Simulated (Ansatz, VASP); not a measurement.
**K in VASP and in Ansatz**

```xyz
4
Lattice="4.6146 0.0000 0.0000 -2.3073 3.9964 0.0000 0.0000 0.0000 15.4625" Properties=species:S:1:pos:R:3 pbc="T T T"
K     0.0000    0.0000    0.0000
K     0.0000    2.6642   11.5969
K     0.0000    0.0000    7.7313
K     2.3073    1.3321    3.8656
```

Change from the starting cell: strain along c alone, the other axes held, atoms relaxed: +3.0 %.

Alike in both runs: task single point; functional PBE; dispersion D3(BJ); k mesh 12 × 12 × 4; occupations gaussian, width 0.1 eV; no spin polarisation.

|  | VASP | Ansatz |
| --- | --- | --- |
| version | VASP 6.6.1 | Ansatz 0.2.0 |
| potentials or method | VASP PAW PBE potentials, release 64 (K_sv), cutoff 520 eV | scalar-relativistic, plane waves, PAW |
| valence electrons in the cell | 36 | 36 |

|  | VASP | Ansatz | Ansatz less VASP |
| --- | --- | --- | --- |
| gap on the k mesh at the Fermi level (eV) | none | none | - |
| pressure (GPa) | -0.1 | -0.1 | +0.01 |
| traceless stress, the component that is largest in VASP (GPa) | -0.13 | -0.13 | 0.000 |

A gap of «none» marks a metal or a gap that the smearing closes.
